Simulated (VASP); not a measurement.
WC:

```
W C
1.0
     0.00000    2.14792    2.14792
     2.14792    0.00000    2.14792
     2.14792    2.14792    0.00000
W C
1 1
Direct
  0.00000 0.00000 0.00000
  0.50000 0.50000 0.50000
```

Base run:

- Program: VASP 6.6.1
- Functional: PBE
- Potentials or basis: VASP PAW PBE potentials, release 64 (W_sv, C)
- Cutoff: 520 eV
- k mesh: 10 × 10 × 10
- Occupations: fermi-dirac, width 0.05 eV
- Spin: no spin polarisation

Its results: band gap on the k mesh zero (band 9 reaches 14.55 eV, above the bottom of band 10 at 11.06 eV); pressure 25.1 GPa.

**Question.** The run is repeated on the same cell with these changes: functional from PBE to HSE06; k mesh from 10 × 10 × 10 to 6 × 6 × 6. What comes out?

**Answer.** Band gap on the k mesh zero (band 9 reaches 14.80 eV, above the bottom of band 10 at 11.12 eV); pressure 15.8 GPa.

Several settings changed at once, so the effect can't be laid on one alone.

Caveats: some runs use coarse meshes; spin-orbit coupling is left out, which moves the levels of the heavy elements; the PAW data sets were made with another functional, which shifts forces and pressure a little (some runs).
